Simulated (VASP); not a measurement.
Wanted: the native input for a VASP 6.6.1 run.

```
Task                   : single point
Functional             : PBE
Dispersion             : D3(BJ)
Potentials or basis    : VASP PAW PBE potentials, release 64 (Ni, O)
Cutoff                 : 600 eV
k mesh                 : 10 × 10 × 10
Occupations            : gaussian, width 0.05 eV
Spin                   : collinear spin, ferromagnetic start
Starting moments       : [1.89, 0.0] μB
Hubbard terms          : Ni d U = 6.2 eV
Dipole correction      : no
Further INCAR settings : ALGO = Normal; EDIFF = 1e-06; NBANDS = 19
```

The structure of NiO lies in POSCAR:

```
NiO
1.0
    0.0000000000      2.0913095126      2.0913095126
    2.0913095126      0.0000000000      2.0913095126
    2.0913095126      2.0913095126      0.0000000000
Ni O
1 1
Direct
    0.0000000000      0.0000000000      0.0000000000
    0.5000000000      0.5000000000      0.5000000000
```

These files were run (other wordings do the same):

INCAR

```
SYSTEM = NiO
PREC     = Accurate       ! precision mode
ENCUT    = 600            ! plane-wave cutoff, eV
EDIFF    = 1E-6           ! SCF threshold, eV
ISMEAR   = 0              ! smearing method
SIGMA    = 0.05           ! smearing width, eV
LREAL    = .FALSE.        ! projectors in reciprocal space
LASPH    = .TRUE.         ! aspherical terms in the spheres
NELM     = 200            ! most SCF steps
ALGO     = Normal         ! electronic algorithm
ISIF     = 2              ! what is computed and relaxed
LWAVE    = .FALSE.        ! write WAVECAR
LCHARG   = .TRUE.         ! write CHGCAR
ISPIN    = 2              ! spin polarisation
MAGMOM   = 1.89 0         ! initial moments
LORBIT   = 11             ! projections on sites
LMAXMIX  = 4              ! l up to which the mixer works
LDAU     = .TRUE.         ! DFT+U
LDAUTYPE = 2            
LDAUL    = 2 -1           ! shell
LDAUU    = 6.2 0          ! U, eV
LDAUJ    = 0 0          
LDAUPRINT= 1            
GGA      = PE             ! functional
IVDW     = 12             ! dispersion correction
LELF     = .TRUE.         ! ELF
LVHAR    = .TRUE.       
NBANDS   = 19             ! bands
GGA_COMPAT= .FALSE.
```

KPOINTS

```
regular mesh
0
G
  10 10 10
  0 0 0
```

Potentials or basis: VASP PAW PBE potentials, release 64 (Ni, O).

Launch:

```sh
$ cat potpaw_PBE.64/Ni/POTCAR potpaw_PBE.64/O/POTCAR > POTCAR
$ mpirun -np 1 vasp_std > vasp.out
```

It gave:

```yaml
Pressure: -1.8 GPa
Band_gap_on_the_k_mesh: 2.53 eV (least direct gap 3.17 eV)
Net_moment: 2.00 μB per cell
Site_moments: Ni +1.82; O +0.17 μB
Valence_electrons_inside_the_program's_atomic_spheres: Ni 8.99; O 5.03
Dispersion_energy_per_atom: -0.265 eV
```

Caveat: three body term missing; a cell with one magnetic atom can't hold antiferromagnetic order, which such compounds often take.

Wall time 21 s on 1 thread of Intel Xeon 8259CL (shared host), peak memory 0.18 GiB.
